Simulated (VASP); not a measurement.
CeO2, 3 atoms in the cell. It takes space group Fm-3m (No. 225, cubic). Conventional cell: a = 5.410 Å, b = 5.410 Å, c = 5.410 Å, α = 90.00°, β = 90.00°, γ = 90.00°. Ce (site symmetry m-3m) has 8 O at 2.34 Å within 3.1 Å. Within 3.1 Å of O (site symmetry -43m) lie 4 Ce at 2.34 Å and 6 O at 2.70 Å. 

```yaml
Program: VASP 6.6.1
Task: single point
Functional: PBE-based screened hybrid with 30 % exact exchange
Potentials_or_basis: VASP PAW PBE potentials, release 64 (Ce, O)
Cutoff: 520 eV
k_mesh: 4 × 4 × 4
Occupations: gaussian, width 0.05 eV
Spin: no spin polarisation
Dipole_correction: no
Grid_for_exact_exchange_PRECFOCK: Normal
Share_of_exact_exchange: 0.3
Further_INCAR_settings: ALGO = Normal; EDIFF = 1e-06; NBANDS = 19
Screening_parameter: 0.20787 1/Å
```

Potentials or basis: VASP PAW PBE potentials, release 64 (Ce, O).

Command:

```sh
$ cat potpaw_PBE.64/Ce/POTCAR potpaw_PBE.64/O/POTCAR > POTCAR
$ cp INCAR.step1 INCAR
$ mpirun -np 1 vasp_std > vasp.out
$ cp INCAR.step2 INCAR
$ mpirun -np 1 vasp_std > vasp.out
```

Hardware: 1 thread of Intel(R) Xeon(R) Platinum 8259CL CPU @ 2.50GHz (Skylake/Cascade Lake), with other jobs on the host.

Task: Estimate the wall time of this run.

Result: It took 14 min on 1 thread of Intel(R) Xeon(R) Platinum 8259CL CPU @ 2.50GHz (Skylake/Cascade Lake) (shared host), peak memory 0.28 GiB. Counts: k points 8.
